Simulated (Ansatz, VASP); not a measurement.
## C in VASP and in Ansatz

```
CELL_PARAMETERS angstrom
1.22243 0.70577 3.33626
-1.22243 0.70577 3.33626
0.00000 -1.41154 3.33626
ATOMIC_POSITIONS crystal
C 0.83338 0.83338 0.83338
C 0.16662 0.16662 0.16662
```

Alike in both runs: task single point; functional LDA; k mesh 12 × 12 × 12; no spin polarisation.

```csv
,VASP,Ansatz
version,VASP 6.6.1,Ansatz 0.2.0
potentials or method,"VASP PAW LDA potentials, release 64 (C)","PAW with Ansatz's default frozen-core files, scalar-relativistic"
plane-wave cutoff (eV),520,420
occupations,"gaussian, width 0.01 eV",fixed
valence electrons in the cell,8,8
```

```csv
,VASP,Ansatz,Ansatz less VASP
gap on the k mesh at the Fermi level (eV),0.69,0.69,-0.002
pressure (GPa),0.8,0.0,-0.81
"traceless stress, the component that is largest in VASP (GPa)",-1.20,-0.27,+0.933
rms of the force components (eV/Å),0.008,0.008,-0.0001
```

LDA's correlation is that of Perdew and Zunger in VASP and of Perdew and Wang (1992) in Ansatz. Atom by atom the forces differ by 0.000 eV/Å (rms over components).
